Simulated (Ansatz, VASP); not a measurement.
# One calculation of SrTiO3, two programs

```
CELL_PARAMETERS angstrom
3.82690 0.00000 0.00000
0.00000 3.82690 0.00000
0.00000 0.00000 3.90500
ATOMIC_POSITIONS crystal
Sr 0.00000 0.00000 0.00000
Ti 0.50000 0.50000 0.50000
O 0.00000 0.50000 0.50000
O 0.50000 0.00000 0.50000
O 0.50000 0.50000 0.00000
```

Change from the starting cell: equal xx and yy strain of -2 %.

Alike in both runs: task single point; functional PBEsol; k mesh 7 × 7 × 7; occupations fermi-dirac, width 0.05 eV; no spin polarisation.

|  | VASP | Ansatz |
| --- | --- | --- |
| version | VASP 6.6.1 | Ansatz 0.2.0 |
| potentials or method | VASP PAW PBE potentials, release 64 (Sr_sv, Ti_sv, O), cutoff 520 eV | all-electron LAPW, scalar-relativistic |

```tsv
	VASP	Ansatz	Ansatz less VASP
gap on the k mesh at the Fermi level (eV)	1.92	1.95	+0.029
pressure (GPa)	6.8	6.0	-0.77
traceless stress, the component that is largest in VASP (GPa)	-3.74	-3.68	+0.062
```

VASP's potentials were made for PBE, not for PBEsol. Ansatz ran all-electron here, and VASP with PAW potentials.
